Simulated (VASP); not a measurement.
A run of VASP 6.6.1 is set up as follows.

The input INCAR:

```
PREC = Accurate
ENCUT = 520
EDIFF = 1E-6
ISMEAR = 0
SIGMA = 0.1
LREAL = False
LASPH = True
NELM = 100
ALGO = Normal
ISIF = 2
LWAVE = False
LCHARG = False
GGA = PS
NBANDS = 14
```

File KPOINTS:

```
Automatic mesh
0
Gamma
  16 16 16
```

POSCAR

```
Bi
1.0
   -4.1779096614      4.1779096614      1.5325775188
    4.1779096614     -4.1779096614      1.5325775188
    4.1779096614      4.1779096614     -1.5325775188
Bi
1
Direct
    0.0000000000      0.0000000000      0.0000000000
```

Potentials or basis: VASP PAW PBE potentials, release 64 (Bi_d).

Launch:

```console
$ cat potpaw_PBE.64/Bi_d/POTCAR > POTCAR
$ mpirun -np 1 vasp_std > vasp.out
```

**Question.** What does it give for the pressure?

**Answer.** -1.8 GPa.

Stress tensor (GPa, compression positive):
```
-0.18  0.00  0.00
 0.00 -0.18  0.00
 0.00  0.00 -4.88
```

Caveat: the cell differs from its parent crystal (strained); the PAW data sets were made with another functional, which shifts forces and pressure a little.
